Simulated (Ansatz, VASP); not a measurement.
CdTe: VASP beside Ansatz

INCAR

```
PREC = Accurate
ENCUT = 520
EDIFF = 1E-6
ISMEAR = -1
SIGMA = 0.05
LREAL = False
LASPH = True
NELM = 60
ALGO = Normal
ISIF = 2
LWAVE = False
LCHARG = True
LDIPOL = True
IDIPOL = 3
DIPOL = 0.5 0.5 0.285
GGA = CA
LELF = True
LVHAR = True
LVACPOTAV = True
NBANDS = 16
```

Contents of KPOINTS:

```
Automatic mesh
0
Gamma
  9 9 1
```

POSCAR

```
CdTe
1.0
    3.0380000000      0.0000000000      0.0000000000
    0.0000000000      3.0380000000      0.0000000000
    0.0000000000      0.0000000000     31.5700000000
Cd Te
1 1
Direct
    0.0000000000      0.0000000000      0.2383800000
    0.5000000000      0.5000000000      0.3317800000
```

Contents of input.yaml:

```yaml
crystal:
  lattice:
    - [3.038, 0.0, 0.0]
    - [0.0, 3.038, 0.0]
    - [0.0, 0.0, 31.57]
  atoms:
    - { symbol: Cd, position: [0.0, 0.0, 0.23838] }
    - { symbol: Te, position: [0.5, 0.5, 0.33178] }
  periodic: [true, true, false]
kpoints:
  mp_grid: { grid: [9, 9, 1] }
scf:
  occupations: { method: fermi_dirac, width: 0.05 }
hamiltonian:
  xc: lda
  pseudopotentials: { kind: all_electron, lapw: { basis_error: 0.002 } }
output:
  forces: true
  stress: true
  eigenvalues: true
```

Alike in both runs: functional LDA; k mesh 9 × 9 × 1; occupations fermi-dirac, width 0.05 eV; no spin polarisation.

|  | VASP | Ansatz |
| --- | --- | --- |
| version | VASP 6.6.1 | Ansatz 0.2.0 |
| potentials or method | VASP PAW LDA potentials, release 64 (Cd, Te), cutoff 520 eV | all-electron LAPW, scalar-relativistic |
| task | single point | work function |

|  | VASP | Ansatz | Ansatz less VASP |
| --- | --- | --- | --- |
| gap on the k mesh at the Fermi level (eV) | none | none | - |
| rms of the force components (eV/Å) | 0.058 | 0.062 | +0.0039 |

LDA's correlation is that of Perdew and Zunger in VASP and of Perdew and Wang (1992) in Ansatz. Atom by atom the forces differ by 0.004 eV/Å (rms over components). A gap of «none» marks a metal or a gap that the smearing closes. Ansatz ran all-electron here, and VASP with PAW potentials.

Spin-orbit coupling is off throughout.
